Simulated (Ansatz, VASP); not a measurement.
# One calculation of Au, two programs

```
Au
1.0
     0.00000   -2.04550   -2.04550
     0.00000    2.04550   -2.04550
     4.09100    0.00000    0.00000
Au
2
Cartesian
  1.8455 0.0000 -2.0455
  0.2000 0.0000 0.0000
```

Change from the starting cell: mode 6 (154.3 1/cm) frozen in, largest displacement -0.200 Å.

Alike in both runs: task single point; functional PBE; k mesh 16 × 16 × 12; occupations gaussian, width 0.15 eV; no spin polarisation.

|  | VASP | Ansatz |
| --- | --- | --- |
| version | VASP 6.6.1 | Ansatz 0.2.0 |
| potentials or method | VASP PAW PBE potentials, release 64 (Au), cutoff 520 eV | scalar-relativistic, plane waves, PAW |
| valence electrons in the cell | 22 | 38 |

```csv
,VASP,Ansatz,Ansatz less VASP
gap on the k mesh at the Fermi level (eV),none,none,-
pressure (GPa),23.5,23.8,+0.27
"traceless stress, the component that is largest in VASP (GPa)",-2.42,-2.43,-0.006
rms of the force components (eV/Å),2.243,2.255,+0.0119
```

Atom by atom the forces differ by 0.012 eV/Å (rms over components). A gap of «none» marks a metal or a gap that the smearing closes. With one functional, cell and mesh, what is left measures potentials, basis and numerics. VASP's potentials hold 22 valence electrons a cell and Ansatz's 38, so a difference there can come from the potentials and not from the codes.

Neither program's run includes spin-orbit coupling.
